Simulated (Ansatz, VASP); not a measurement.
## One calculation of CuF, two programs

```
Cu F
1.0
     2.76254    0.00000    0.00000
    -1.38127    2.39243    0.00000
     0.00000    0.00000    6.40198
Cu F
2 2
Cartesian
  0.0000 0.0000 0.0000
  0.0000 0.0000 3.2010
  0.0000 1.5950 1.6005
  1.3813 0.7975 4.8015
```

Alike in both runs: task single point; functional LDA; k mesh 12 × 12 × 4; occupations fermi-dirac, width 0.02 eV; no spin polarisation.

|  | VASP | Ansatz |
| --- | --- | --- |
| version | VASP 6.6.1 | Ansatz 0.2.0 |
| potentials or method | VASP PAW LDA potentials, release 64 (Cu, F) | plane waves, PAW |
| plane-wave cutoff (eV) | 520 | 420 |
| valence electrons in the cell | 36 | 52 |

```tsv
	VASP	Ansatz	Ansatz less VASP
pressure (GPa)	-7.4	-7.5	-0.08
traceless stress, the component that is largest in VASP (GPa)	-0.68	-0.57	+0.111
```

LDA's correlation is that of Perdew and Zunger in VASP and of Perdew and Wang (1992) in Ansatz. VASP's potentials hold 36 valence electrons a cell and Ansatz's 52, so a difference there can come from the potentials and not from the codes.
